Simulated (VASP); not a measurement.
Tc, 1 atom in the cell. The structure is cubic, space group Fm-3m (No. 225). Conventional cell: a = 3.900 Å, b = 3.900 Å, c = 3.900 Å, α = 90.00°, β = 90.00°, γ = 90.00°. Tc (site symmetry m-3m) has 12 Tc at 2.76 Å within 3.6 Å. This isn't the form of Tc at room conditions, which is hcp.

```yaml
Program: VASP 6.6.1
Task: single point
Functional: LDA
Potentials_or_basis: VASP PAW LDA potentials, release 64 (Tc_pv)
Cutoff: 520 eV
k_mesh: 7 × 7 × 7
Occupations: fermi-dirac, width 0.05 eV
Spin: no spin polarisation
Dipole_correction: no
Further_INCAR_settings: ALGO = Fast; EDIFF = 1e-07; NBANDS = 12
```

Potentials or basis: VASP PAW LDA potentials, release 64 (Tc_pv).

The run is started by

```sh
$ cat potpaw_LDA.64/Tc_pv/POTCAR > POTCAR
$ mpirun -np 1 vasp_std > vasp.out
```

Hardware: 1 thread of Oxide Virtual Turin-like Processor (shared host).

Q: How long does it take, and how much memory?

A: Wall time 8.6 s on 1 thread of Oxide Virtual Turin-like Processor, with other jobs on the host, peak memory 0.09 GiB. Counts: scf iterations 17, k points 20.
